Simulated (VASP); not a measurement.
Here is a VASP 6.6.1 calculation.

Contents of INCAR:

```
  PREC = Accurate
  ENCUT = 500
  EDIFF = 1E-6
  ISMEAR = -1
  SIGMA = 0.02
  LREAL = F
  LASPH = T
  NELM = 120
  ALGO = Normal
  ISIF = 2
  LWAVE = F
  LCHARG = T
  GGA = PE
  LELF = T
  LVHAR = T
  NBANDS = 14
  GGA_COMPAT = F
```

File KPOINTS:

```
regular mesh
0
Gamma
  8 8 8
```

The input POSCAR:

```
NaCl
1.0
    0.0000000000      3.0872728532      3.0872728532
    3.0872728532      0.0000000000      3.0872728532
    3.0872728532      3.0872728532      0.0000000000
Na Cl
1 1
Direct
    0.0000000000      0.0000000000      0.0000000000
    0.2500000000      0.2500000000      0.2500000000
```

Potentials or basis: VASP PAW PBE potentials, release 64 (Na_pv, Cl).

Launch:

```sh
$ cat potpaw_PBE.64/Na_pv/POTCAR potpaw_PBE.64/Cl/POTCAR > POTCAR
$ mpirun -np 1 vasp_std > vasp.out
```

Q: Estimate the band gap on the k mesh.

A: 4.94 eV.

Q: Estimate the pressure.

A: 0.7 GPa.

A k mesh can miss the band edges.
